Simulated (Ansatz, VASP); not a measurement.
## Two plane-wave programs on Al3FeCo2

The input INCAR:

```
  PREC = Accurate
  ENCUT = 520
  EDIFF = 1E-6
  ISMEAR = 0
  SIGMA = 0.1
  LREAL = False
  LASPH = True
  NELM = 60
  ALGO = Fast
  ISIF = 2
  LWAVE = False
  LCHARG = True
  GGA = PE
  LELF = True
  LVHAR = True
  NBANDS = 26
```

File KPOINTS:

```
regular mesh
0
Gamma
  6 6 4
```

File POSCAR:

```
Al3FeCo2
1.0
    4.0391058000      0.0000000000      0.0000000000
   -2.0195529000      3.4979682000      0.0000000000
    0.0000000000      0.0000000000      4.9439720000
Al Fe Co
3 1 2
Direct
    0.0000000000      0.0000000000      0.0000000000
    0.6666667000      0.3333333000      0.3343570000
    0.3333333000      0.6666667000      0.6656430000
    0.0000000000      0.0000000000      0.5000000000
    0.3333333000      0.6666667000      0.1654330000
    0.6666667000      0.3333333000      0.8345670000
```

Input for Ansatz:

```yaml
crystal:
  lattice:
    - [4.0391058, 0.0, 0.0]
    - [-2.0195529, 3.4979682, 0.0]
    - [0.0, 0.0, 4.943972]
  atoms:
    - { symbol: Al, position: [0.0, 0.0, 0.0] }
    - { symbol: Al, position: [0.6666667, 0.3333333, 0.334357] }
    - { symbol: Al, position: [0.3333333, 0.6666667, 0.665643] }
    - { symbol: Fe, position: [0.0, 0.0, 0.5] }
    - { symbol: Co, position: [0.3333333, 0.6666667, 0.165433] }
    - { symbol: Co, position: [0.6666667, 0.3333333, 0.834567] }
basis:
  ecutwfc: 420
kpoints:
  mp_grid: { grid: [6, 6, 4] }
hamiltonian:
  xc: pbe
scf:
  occupations: { method: gaussian, width: 0.1 }
  lower_state_search: "off"
output:
  forces: true
  stress: true
  eigenvalues: true
```

Alike in both runs: task single point; functional PBE; k mesh 6 × 6 × 4; occupations gaussian, width 0.1 eV; no spin polarisation.

|  | VASP | Ansatz |
| --- | --- | --- |
| version | VASP 6.6.1 | Ansatz 0.2.0 |
| potentials or method | VASP PAW PBE potentials, release 64 (Al, Fe, Co), cutoff 520 eV | scalar-relativistic, plane waves, PAW |
| valence electrons in the cell | 35 | 59 |

```tsv
	VASP	Ansatz	Ansatz less VASP
gap on the k mesh at the Fermi level (eV)	none	none	-
pressure (GPa)	0.0	0.0	+0.09
traceless stress, the component that is largest in VASP (GPa)	0.27	0.26	-0.011
```

A gap of «none» marks a metal or a gap that the smearing closes. VASP's potentials hold 35 valence electrons a cell and Ansatz's 59, so a difference there can come from the potentials and not from the codes.
